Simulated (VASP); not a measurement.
# GaGe3 (Pm-3m) in VASP: notebook

Runs on GaGe3. Level: PBEsol. Tasks: single point.

Everything below comes from runs of VASP 6.6.1. Logs are shortened: lines on timing, memory, paths and dates and some standing lists are left out, and cuts for length are marked.

**1. The cell of the first run**

The structure is cubic, space group Pm-3m (No. 221). Conventional cell: a = 4.191 Å, b = 4.191 Å, c = 4.191 Å, α = 90.00°, β = 90.00°, γ = 90.00°. Ge (site symmetry 4/mmm) has 8 Ge at 2.96 Å and 4 Ga at 2.96 Å within 3.9 Å. Ga (site symmetry m-3m) has 12 Ge at 2.96 Å within 3.9 Å.

**2. Single point, PBEsol**

Contents of INCAR:

```
PREC     = Accurate       # precision mode
ENCUT    = 520            # plane-wave cutoff, eV
EDIFF    = 1E-7           # SCF threshold, eV
ISMEAR   = -1             # smearing method
SIGMA    = 0.05           # smearing width, eV
LREAL    = False          # projectors in reciprocal space
LASPH    = True           # aspherical terms in the spheres
NELM     = 100            # most SCF steps
ALGO     = Normal         # electronic algorithm
ISIF     = 2              # what is computed and relaxed
LWAVE    = False          # write WAVECAR
LCHARG   = False          # write CHGCAR
GGA      = PS             # functional
NBANDS   = 36             # bands
```

Contents of KPOINTS:

```
Automatic mesh
0
Gamma
  6 6 6
```

Contents of POSCAR:

```
GaGe3
1.0
    4.1911258602      0.0000000000      0.0000000000
    0.0000000000      4.1911258602      0.0000000000
    0.0000000000      0.0000000000      4.1911258602
Ge Ga
3 1
Direct
    0.5000000000      0.5000000000      0.0000000000
    0.5000000000      0.0000000000      0.5000000000
    0.0000000000      0.5000000000      0.5000000000
    0.0000000000      0.0000000000      0.0000000000
```

Potentials or basis: VASP PAW PBE potentials, release 64 (Ge_d, Ga_d).

Launch:

```
$ cat potpaw_PBE.64/Ge_d/POTCAR potpaw_PBE.64/Ga_d/POTCAR > POTCAR
$ mpirun -np 1 vasp_std > vasp.out
```

OUTCAR:

```text
PREC = Accurate
   ENCUT = 520
   EDIFF = 1E-7
   ISMEAR = -1
   LREAL = False
   LASPH = True
   NELM = 100
   ISIF = 2
   GGA = PS

 ion  position               nearest neighbor table
   1  0.500  0.500  0.000-
   2  0.500  0.000  0.500-
   3  0.000  0.500  0.500-
   4  0.000  0.000  0.000-

  LATTYP: Found a simple cubic cell.
 ALAT       =     4.1911258602

  Lattice vectors:

 A1 = (   4.1911258602,   0.0000000000,   0.0000000000)
 A2 = (   0.0000000000,   4.1911258602,   0.0000000000)
 A3 = (   0.0000000000,   0.0000000000,   4.1911258602)

Analysis of symmetry for initial positions (statically):
=====================================================================
 Subroutine PRICEL returns:
 Original cell was already a primitive cell.

 Routine SETGRP: Setting up the symmetry group for a
 simple cubic supercell.

 Subroutine GETGRP returns: Found 48 space group operations
 (whereof 48 operations were pure point group operations)
 out of a pool of 48 trial point group operations.

The static configuration has the point symmetry O_h .

Analysis of symmetry for dynamics (positions and initial velocities):
=====================================================================
 Subroutine PRICEL returns:
 Original cell was already a primitive cell.

 Routine SETGRP: Setting up the symmetry group for a
 simple cubic supercell.

 Subroutine GETGRP returns: Found 48 space group operations
 (whereof 48 operations were pure point group operations)
 out of a pool of 48 trial point group operations.

The dynamic configuration has the point symmetry O_h .

 Subroutine INISYM returns: Found 48 space group operations
 (whereof 48 operations are pure point group operations),
 and found     1 'primitive' translations

----------------------------------------------------------------------------------------

                                     Primitive cell

  volume of cell :      73.6194

  direct lattice vectors                    reciprocal lattice vectors
     4.191125860  0.000000000  0.000000000     0.238599372  0.000000000  0.000000000
[... 77 lines left out ...]
   ISTART =      0    job   : 0-new  1-cont  2-samecut
   ICHARG =      2    charge: 1-file 2-atom 10-const
   ISPIN  =      1    spin polarized calculation?
   LNONCOLLINEAR =      F non collinear calculations
   LSORBIT =      F    spin-orbit coupling
   LASPH  =      T    aspherical Exc in radial PAW
   ENCUT  =  520.0 eV  38.22 Ry    6.18 a.u.   7.79  7.79  7.79*2*pi/ulx,y,z
   NELM   =    100;   NELMIN=  2; NELMDL= -5     # of ELM steps
   EDIFF  = 0.1E-06   stopping-criterion for ELM
   LREAL  =      F    real-space projection
   EDIFFG = 0.1E-05   stopping-criterion for IOM
   NSW    =      0    number of steps for IOM
   IBRION =     -1    ionic relax: 0-MD 1-quasi-New 2-CG
   NFREE  =      0    steps in history (QN), initial steepest desc. (CG)
   ISIF   =      2    stress and relaxation
   ISYM   =      2    0-nonsym 1-usesym 2-fastsym
   POTIM  = 0.5000    time-step for ionic-motion
   TEBEG  =    0.0;   TEEND  =   0.0 temperature during run
   PSTRESS=    0.0 pullay stress
   NELECT =      55.0000    total number of electrons
   NUPDOWN=      -1.0000    fix difference up-down
   EMIN   =  10.00;   EMAX   =-10.00  energy-range for DOS
   EFERMI =   0.00;   METHOD = LEGACY
   ISMEAR =    -1;   SIGMA  =   0.05  broadening in eV -4-tet -1-fermi 0-gaus
   EFERMI_NEDOS =   21; number of points for ismear=-14 and -15
   IALGO  =     38    algorithm
   IMIX   =      4    mixing-type and parameters
     AMIX     =   0.40;   BMIX     =  1.00
     AMIX_MAG =   1.60;   BMIX_MAG =  1.00
  volume/ion in A,a.u.               =      18.40       124.20
  Fermi-wavevector in a.u.,A,eV,Ry     =   1.485474  2.807139 30.023061  2.206633
  Thomas-Fermi vector in A             =   2.598881
   LORBIT       =      0    0 simple, 1 ext, 2 COOP (PROOUT), +10 PAW based schemes
   GGA     = PS    functional components
   LHFCALC =     F    Hartree Fock is set to
   AEXX    =    0.0000 exact exchange contribution
   IVDW    =     0    specifies the selected vdW correction
   LEPSILON=     F    determine dielectric tensor
   LRPA    =     F    only Hartree local field effects (RPA)
 non-spin polarized calculation
  energy-cutoff  :      520.00
  volume of cell :       73.62
 maximum number of plane-waves:      2008
 NGX is ok and might be reduce to    32
   NGX = 15   NGY = 15   NGZ = 15

 number of electron      55.0000069 magnetization

 Free energy of the ion-electron system (eV)
  ---------------------------------------------------
  ext. energy  EPLUGINS =         0.00000000
  ---------------------------------------------------
  free energy    TOTEN  =       -17.25538942 eV

  energy without entropy =      -17.23192485  energy(sigma->0) =      -17.24365713

 E-fermi :   6.6551     XC(G=0): -11.4901

 val. band max:        6.6155868604   @ k =   0.5000   0.5000   0.0000
 cond. band min:       6.6774745283   @ k =   0.3333   0.3333   0.0000
 fundamental gap:      0.0618876679
 Fermi energy:         6.6551366466

 k-point     1 :       0.0000    0.0000    0.0000
  band No.  band energies     occupation
      1     -18.0985      2.00000
      2     -18.0985      2.00000
      3     -18.0985      2.00000
      4     -18.0871      2.00000
      5     -18.0468      2.00000
      6     -18.0468      2.00000
[... 769 lines left out ...]
     35      15.6024      0.00000
     36      15.6024      0.00000

------------------------ aborting loop because EDIFF is reached ----------------------------------------

  FORCE on cell =-STRESS in cart. coord.  units (eV):
  Direction    XX          YY          ZZ          XY          YZ          ZX
  --------------------------------------------------------------------------------------
  -------------------------------------------------------------------------------------
  Total        0.1162969      0.1162969      0.1162969      0.0000000      0.0000000      0.0000000
  in kB        2.5309668      2.5309668      2.5309668      0.0000000      0.0000000      0.0000000
  external PRESSURE =       2.5309668 kB  Pullay stress =       0.0000000 kB

 VOLUME and BASIS-vectors are now :
 -----------------------------------------------------------------------------
  energy-cutoff  :      520.00
  volume of cell :       73.62
      direct lattice vectors                 reciprocal lattice vectors
     4.191125860  0.000000000  0.000000000     0.238599372  0.000000000  0.000000000
     0.000000000  4.191125860  0.000000000     0.000000000  0.238599372  0.000000000
     0.000000000  0.000000000  4.191125860     0.000000000  0.000000000  0.238599372

 POSITION                                       TOTAL-FORCE (eV/Angst)
 -----------------------------------------------------------------------------------
      2.09556      2.09556      0.00000         0.000000      0.000000      0.000000
      2.09556      0.00000      2.09556         0.000000      0.000000      0.000000
      0.00000      2.09556      2.09556         0.000000      0.000000      0.000000
      0.00000      0.00000      0.00000         0.000000      0.000000      0.000000
 -----------------------------------------------------------------------------------
    total drift:                                0.000000     -0.000000     -0.000000

  FREE ENERGIE OF THE ION-ELECTRON SYSTEM (eV)
  ---------------------------------------------------
  free  energy   TOTEN  =       -17.2553894191 eV

  energy  without entropy=      -17.2319248481  energy(sigma->0) =      -17.24365713
```

OSZICAR:

```text
N       E                     dE             d eps       ncg     rms          rms(c)
DAV:   1     0.435879354567E+03    0.43588E+03   -0.26557E+04  1656   0.409E+03
DAV:   2     0.641066901351E+02   -0.37177E+03   -0.36188E+03  1440   0.748E+02
DAV:   3    -0.131376781517E+02   -0.77244E+02   -0.76163E+02  1608   0.204E+02
DAV:   4    -0.172658650254E+02   -0.41282E+01   -0.40936E+01  1704   0.534E+01
DAV:   5    -0.173562234345E+02   -0.90358E-01   -0.90219E-01  1668   0.876E+00    0.226E+00
DAV:   6    -0.172798456749E+02    0.76378E-01   -0.14019E-01  1776   0.462E+00    0.117E+00
DAV:   7    -0.172569626251E+02    0.22883E-01   -0.40542E-02  1936   0.205E+00    0.208E-01
DAV:   8    -0.172554156146E+02    0.15470E-02   -0.43427E-03  1600   0.766E-01    0.540E-02
DAV:   9    -0.172553827096E+02    0.32905E-04   -0.28606E-04  1884   0.182E-01    0.296E-02
DAV:  10    -0.172553913632E+02   -0.86536E-05   -0.26109E-05  1620   0.610E-02    0.630E-03
DAV:  11    -0.172553895345E+02    0.18287E-05   -0.84433E-06  1624   0.411E-02    0.858E-04
DAV:  12    -0.172553894202E+02    0.11432E-06   -0.42603E-07  1400   0.514E-03    0.329E-04
DAV:  13    -0.172553894191E+02    0.10205E-08   -0.27913E-08   832   0.215E-03
   1 F= -.17255389E+02 E0= -.17243657E+02  d E =-.234646E-01
```

stdout:

```text
POSCAR found type information on POSCAR GeGa
 POSCAR found :  2 types and       4 ions
 scaLAPACK will be used
 -----------------------------------------------------------------------------
|                                                                             |
|                                                                             |
|     You enforced a specific xc type in the INCAR file but a different       |
|     I HOPE YOU KNOW WHAT YOU ARE DOING!                                     |
|                                                                             |
 -----------------------------------------------------------------------------

 LDA part: xc-table for (Slater+PW92), standard interpolation
 POSCAR, INCAR and KPOINTS ok, starting setup
 FFT: planning ... GRIDC
 FFT: planning ... GRID_SOFT
 FFT: planning ... GRID
 WAVECAR not read
 entering main loop
```

It took 19 s on 1 thread of AMD EPYC 9R45 (Zen 5), shared host; peak memory 0.16 GiB.

What came out:

```
Free energy : -17.2554 eV
Pressure    : 0.3 GPa
```

Caveat: the PAW data sets were made with another functional, which shifts forces and pressure a little.

**3. Single point, PBEsol**

This run uses another cell than the first one, of 18.80 Å³/atom, 1.021 times its volume.

Contents of INCAR:

```
ALGO = Normal
EDIFF = 1E-6
ENCUT = 520
GGA = PS
ISIF = 2
ISMEAR = -1
LASPH = T
LCHARG = F
LREAL = F
LWAVE = F
NBANDS = 36
NELM = 100
PREC = Accurate
SIGMA = 0.05
```

Contents of KPOINTS:

```
k-points
0
Gamma
  6 6 6
```

Contents of POSCAR:

```
GaGe3
1.0
    4.2206418035      0.0000000000      0.0000000000
    0.0000000000      4.2206418035      0.0000000000
    0.0000000000      0.0000000000      4.2206418035
Ge Ga
3 1
Direct
    0.5000000000      0.5000000000      0.0000000000
    0.5000000000      0.0000000000      0.5000000000
    0.0000000000      0.5000000000      0.5000000000
    0.0000000000      0.0000000000      0.0000000000
```

Potentials or basis: VASP PAW PBE potentials, release 64 (Ge_d, Ga_d).

Launch:

```
$ cat potpaw_PBE.64/Ge_d/POTCAR potpaw_PBE.64/Ga_d/POTCAR > POTCAR
$ mpirun -np 1 vasp_std > vasp.out
```

OUTCAR:

```text
EDIFF = 1E-6
   ENCUT = 520
   GGA = PS
   ISIF = 2
   ISMEAR = -1
   LASPH = T
   LREAL = F
   NELM = 100
   PREC = Accurate

 ion  position               nearest neighbor table
   1  0.500  0.500  0.000-
   2  0.500  0.000  0.500-
   3  0.000  0.500  0.500-
   4  0.000  0.000  0.000-

  LATTYP: Found a simple cubic cell.
 ALAT       =     4.2206418035

  Lattice vectors:

 A1 = (   4.2206418035,   0.0000000000,   0.0000000000)
 A2 = (   0.0000000000,   4.2206418035,   0.0000000000)
 A3 = (   0.0000000000,   0.0000000000,   4.2206418035)

Analysis of symmetry for initial positions (statically):
=====================================================================
 Subroutine PRICEL returns:
 Original cell was already a primitive cell.

 Routine SETGRP: Setting up the symmetry group for a
 simple cubic supercell.

 Subroutine GETGRP returns: Found 48 space group operations
 (whereof 48 operations were pure point group operations)
 out of a pool of 48 trial point group operations.

The static configuration has the point symmetry O_h .

Analysis of symmetry for dynamics (positions and initial velocities):
=====================================================================
 Subroutine PRICEL returns:
 Original cell was already a primitive cell.

 Routine SETGRP: Setting up the symmetry group for a
 simple cubic supercell.

 Subroutine GETGRP returns: Found 48 space group operations
 (whereof 48 operations were pure point group operations)
 out of a pool of 48 trial point group operations.

[... 109 lines left out ...]
   PSTRESS=    0.0 pullay stress
   NELECT =      55.0000    total number of electrons
   NUPDOWN=      -1.0000    fix difference up-down
   EMIN   =  10.00;   EMAX   =-10.00  energy-range for DOS
   EFERMI =   0.00;   METHOD = LEGACY
   ISMEAR =    -1;   SIGMA  =   0.05  broadening in eV -4-tet -1-fermi 0-gaus
   EFERMI_NEDOS =   21; number of points for ismear=-14 and -15
   IALGO  =     38    algorithm
   IMIX   =      4    mixing-type and parameters
     AMIX     =   0.40;   BMIX     =  1.00
     AMIX_MAG =   1.60;   BMIX_MAG =  1.00
  volume/ion in A,a.u.               =      18.80       126.84
  Fermi-wavevector in a.u.,A,eV,Ry     =   1.475086  2.787508 29.604612  2.175878
  Thomas-Fermi vector in A             =   2.589778
   LORBIT       =      0    0 simple, 1 ext, 2 COOP (PROOUT), +10 PAW based schemes
   GGA     = PS    functional components
   LHFCALC =     F    Hartree Fock is set to
   AEXX    =    0.0000 exact exchange contribution
   IVDW    =     0    specifies the selected vdW correction
   LEPSILON=     F    determine dielectric tensor
   LRPA    =     F    only Hartree local field effects (RPA)
 non-spin polarized calculation
  energy-cutoff  :      520.00
  volume of cell :       75.19
 maximum number of plane-waves:      2048
 NGX is ok and might be reduce to    32
   NGX = 15   NGY = 15   NGZ = 15

 number of electron      55.0000032 magnetization

 Free energy of the ion-electron system (eV)
  ---------------------------------------------------
  ext. energy  EPLUGINS =         0.00000000
  ---------------------------------------------------
  free energy    TOTEN  =       -17.25153242 eV

  energy without entropy =      -17.22845847  energy(sigma->0) =      -17.23999544

 E-fermi :   6.4229     XC(G=0): -11.3838

 val. band max:        6.4143591211   @ k =   0.5000   0.5000   0.0000
 cond. band min:       6.5024577787   @ k =   0.5000   0.1667   0.1667
 fundamental gap:      0.0880986576
 Fermi energy:         6.4229375254

 k-point     1 :       0.0000    0.0000    0.0000
  band No.  band energies     occupation
      1     -18.3109      2.00000
      2     -18.3109      2.00000
      3     -18.3109      2.00000
      4     -18.2999      2.00000
      5     -18.2616      2.00000
      6     -18.2616      2.00000
[... 769 lines left out ...]
     35      15.2176      0.00000
     36      15.2176      0.00000

------------------------ aborting loop because EDIFF is reached ----------------------------------------

  FORCE on cell =-STRESS in cart. coord.  units (eV):
  Direction    XX          YY          ZZ          XY          YZ          ZX
  --------------------------------------------------------------------------------------
  -------------------------------------------------------------------------------------
  Total       -0.5300823     -0.5300823     -0.5300823     -0.0000000      0.0000000     -0.0000000
  in kB      -11.2958364    -11.2958364    -11.2958364     -0.0000000      0.0000000     -0.0000000
  external PRESSURE =     -11.2958364 kB  Pullay stress =       0.0000000 kB

 VOLUME and BASIS-vectors are now :
 -----------------------------------------------------------------------------
  energy-cutoff  :      520.00
  volume of cell :       75.19
      direct lattice vectors                 reciprocal lattice vectors
     4.220641804  0.000000000  0.000000000     0.236930791  0.000000000  0.000000000
     0.000000000  4.220641804  0.000000000     0.000000000  0.236930791  0.000000000
     0.000000000  0.000000000  4.220641804     0.000000000  0.000000000  0.236930791

 POSITION                                       TOTAL-FORCE (eV/Angst)
 -----------------------------------------------------------------------------------
      2.11032      2.11032      0.00000         0.000000      0.000000      0.000000
      2.11032      0.00000      2.11032         0.000000      0.000000      0.000000
      0.00000      2.11032      2.11032         0.000000      0.000000      0.000000
      0.00000      0.00000      0.00000         0.000000      0.000000      0.000000
 -----------------------------------------------------------------------------------
    total drift:                                0.000000     -0.000000     -0.000000

  FREE ENERGIE OF THE ION-ELECTRON SYSTEM (eV)
  ---------------------------------------------------
  free  energy   TOTEN  =       -17.2515324157 eV

  energy  without entropy=      -17.2284584724  energy(sigma->0) =      -17.23999544
```

OSZICAR:

```text
N       E                     dE             d eps       ncg     rms          rms(c)
DAV:   1     0.437675866433E+03    0.43768E+03   -0.26566E+04  1680   0.406E+03
DAV:   2     0.650361351640E+02   -0.37264E+03   -0.36292E+03  1440   0.762E+02
DAV:   3    -0.130410584498E+02   -0.78077E+02   -0.77111E+02  1544   0.205E+02
DAV:   4    -0.172584926010E+02   -0.42174E+01   -0.41897E+01  1720   0.538E+01
DAV:   5    -0.173474819435E+02   -0.88989E-01   -0.88918E-01  1612   0.885E+00    0.218E+00
DAV:   6    -0.172745716554E+02    0.72910E-01   -0.14262E-01  1796   0.455E+00    0.112E+00
DAV:   7    -0.172530151345E+02    0.21557E-01   -0.38883E-02  1924   0.199E+00    0.205E-01
DAV:   8    -0.172515513866E+02    0.14637E-02   -0.41985E-03  1552   0.741E-01    0.524E-02
DAV:   9    -0.172515258393E+02    0.25547E-04   -0.26568E-04  1924   0.178E-01    0.281E-02
DAV:  10    -0.172515338627E+02   -0.80235E-05   -0.19061E-05  1568   0.493E-02    0.504E-03
DAV:  11    -0.172515325486E+02    0.13142E-05   -0.57657E-06  1572   0.334E-02    0.671E-04
DAV:  12    -0.172515324157E+02    0.13281E-06   -0.25731E-07   820   0.418E-03
   1 F= -.17251532E+02 E0= -.17239995E+02  d E =-.230739E-01
```

stdout:

```text
POSCAR found type information on POSCAR GeGa
 POSCAR found :  2 types and       4 ions
 scaLAPACK will be used
 -----------------------------------------------------------------------------
|                                                                             |
|                                                                             |
|     You enforced a specific xc type in the INCAR file but a different       |
|     I HOPE YOU KNOW WHAT YOU ARE DOING!                                     |
|                                                                             |
 -----------------------------------------------------------------------------

 LDA part: xc-table for (Slater+PW92), standard interpolation
 POSCAR, INCAR and KPOINTS ok, starting setup
 FFT: planning ... GRIDC
 FFT: planning ... GRID_SOFT
 FFT: planning ... GRID
 WAVECAR not read
 entering main loop
```

It took 19 s on 1 thread of AMD EPYC 9R45 (Zen 5), shared host; peak memory 0.17 GiB.

Results:

```yaml
Free_energy: -17.2515 eV
Pressure: -1.1 GPa
```

Levels at points of the mesh, in eV from the Fermi level:
| k point | band 26 | band 27 | band 28 | band 29 | band 30 | band 31 |
| --- | --- | --- | --- | --- | --- | --- |
| (0.00, 0.00, 0.00) | -3.98 | -3.32 | 2.67 | 2.67 | 2.67 | 3.60 |
| (0.50, 0.00, 0.00) | -2.04 | -1.44 | -1.44 | -0.11 | 0.12 | 4.66 |
| (0.50, 0.50, 0.00) | -0.15 | -0.15 | -0.01 | 0.20 | 0.20 | 0.74 |
| (0.50, 0.50, 0.50) | -5.14 | -5.14 | -5.14 | 6.88 | 6.88 | 6.95 |

Caveat: the PAW data sets were made with another functional, which shifts forces and pressure a little.
